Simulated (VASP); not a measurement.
Wanted: the native input for a VASP 6.6.1 run.

```yaml
Task: single point
Functional: PBEsol
Potentials_or_basis: VASP PAW PBE potentials, release 64 (Al)
Cutoff: 520 eV
k_mesh: 12 × 12 × 6
Occupations: fermi-dirac, width 0.1 eV
Spin: no spin polarisation
Dipole_correction: no
Further_INCAR_settings: ALGO = Normal; EDIFF = 1e-06; NBANDS = 10
```

The structure of Al lies in POSCAR:

```
Al
1.0
    2.8494652311      0.0000000000      0.0000000000
   -1.4247331221      2.4677098072      0.0000000000
    0.0000000000      0.0000000000      4.9308948445
Al
2
Direct
    0.6666666667      0.3333333333      0.7500000000
    0.3333333333      0.6666666667      0.2500000000
```

These files were run (other wordings do the same):

INCAR

```
SYSTEM = Al
ALGO     = Normal         ! electronic algorithm
EDIFF    = 1E-6           ! SCF threshold, eV
ENCUT    = 520            ! plane-wave cutoff, eV
GGA      = PS             ! functional
ISIF     = 2              ! what is computed and relaxed
ISMEAR   = -1             ! smearing method
LASPH    = .True.         ! aspherical terms in the spheres
LCHARG   = .False.        ! write CHGCAR
LREAL    = .False.        ! projectors in reciprocal space
LWAVE    = .False.        ! write WAVECAR
NBANDS   = 10             ! bands
NELM     = 80             ! most SCF steps
PREC     = Accurate       ! precision mode
SIGMA    = 0.1            ! smearing width, eV
```

KPOINTS

```
k-points
0
Gamma
  12 12 6
  0 0 0
```

Potentials or basis: VASP PAW PBE potentials, release 64 (Al).

Command:

```bash
$ cat potpaw_PBE.64/Al/POTCAR > POTCAR
$ mpirun -np 1 vasp_std > vasp.out
```

Results of the run:

```
Pressure               : -4.0 GPa
Band gap on the k mesh : zero (band 3 reaches 11.05 eV, above the bottom of band 4 at 4.40 eV)
```

Caveat: the PAW data sets were made with another functional, which shifts forces and pressure a little.

It took 30 s on 1 thread of AMD EPYC 7R13, with other jobs on the host, peak memory 0.13 GiB.
